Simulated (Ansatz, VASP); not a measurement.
**Hf: VASP beside Ansatz**

```
Hf
1.0
     0.00000    2.19000    2.19000
     2.19000    0.00000    2.19000
     2.19000    2.19000    0.00000
Hf
1
Direct
  0.00000 0.00000 0.00000
```

Change from the starting cell: volume scaled by 0.96, PAW files.

Alike in both runs: task electric field gradients; functional PBE; k mesh 16 × 16 × 16; occupations fermi-dirac, width 0.03 eV; no spin polarisation.

|  | VASP | Ansatz |
| --- | --- | --- |
| version | VASP 6.6.1 | Ansatz 0.2.0 |
| potentials or method | VASP PAW PBE potentials, release 64 (Hf_pv) | PAW with Ansatz's default frozen-core files, scalar-relativistic |
| plane-wave cutoff (eV) | 520 | 420 |
| valence electrons in the cell | 10 | 26 |

```csv
,VASP,Ansatz,Ansatz less VASP
pressure (GPa),7.6,8.0,+0.47
```

VASP's potentials hold 10 valence electrons a cell and Ansatz's 26, so a difference there can come from the potentials and not from the codes.

Neither program's run includes spin-orbit coupling.
